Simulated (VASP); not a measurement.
Write the native input for VASP 6.6.1 that does the following.

- Task: single point
- Functional: PBE
- Potentials or basis: VASP PAW PBE potentials, release 64 (Zr_sv, Ta_pv)
- Cutoff: 520 eV
- k mesh: 4 × 4 × 4
- Occupations: gaussian, width 0.1 eV
- Spin: no spin polarisation
- Dipole correction: no
- Further INCAR settings: ALGO = Normal; EDIFF = 1e-07; NBANDS = 43

The structure of ZrTa2 lies in POSCAR:

```
ZrTa2
1.0
    5.6525012358      0.0000000000      0.0000000000
    0.0000000000      5.6525012358      0.0000000000
    0.0000000000      0.0000000000      5.6525012358
Zr Ta
2 4
Direct
    0.0000000000      0.0000000000      0.0000000000
    0.5000000000      0.5000000000      0.5000000000
    0.2500000000      0.2500000000      0.2500000000
    0.2500000000      0.7500000000      0.7500000000
    0.7500000000      0.7500000000      0.2500000000
    0.7500000000      0.2500000000      0.7500000000
```

These files were run (other wordings do the same):

INCAR

```
PREC = Accurate
ENCUT = 520
EDIFF = 1E-7
ISMEAR = 0
SIGMA = 0.1
LREAL = False
LASPH = True
NELM = 100
ALGO = Normal
ISIF = 2
LWAVE = False
LCHARG = False
GGA = PE
NBANDS = 43
```

KPOINTS

```
Automatic mesh
0
Gamma
  4 4 4
```

Potentials or basis: VASP PAW PBE potentials, release 64 (Zr_sv, Ta_pv).

Command:

```bash
$ cat potpaw_PBE.64/Zr_sv/POTCAR potpaw_PBE.64/Ta_pv/POTCAR > POTCAR
$ mpirun -np 1 vasp_std > vasp.out
```

Results of the run:

- Pressure: 0.5 GPa
- Band gap on the k mesh: zero (band 34 reaches 3.63 eV, above the bottom of band 35 at 3.32 eV)

Caveat: spin-orbit coupling is left out, which moves the levels of the heavy elements.

Wall time 75 s on 1 thread of Intel(R) Xeon(R) Platinum 8259CL CPU @ 2.50GHz (Skylake/Cascade Lake), with other jobs on the host, peak memory 0.28 GiB.
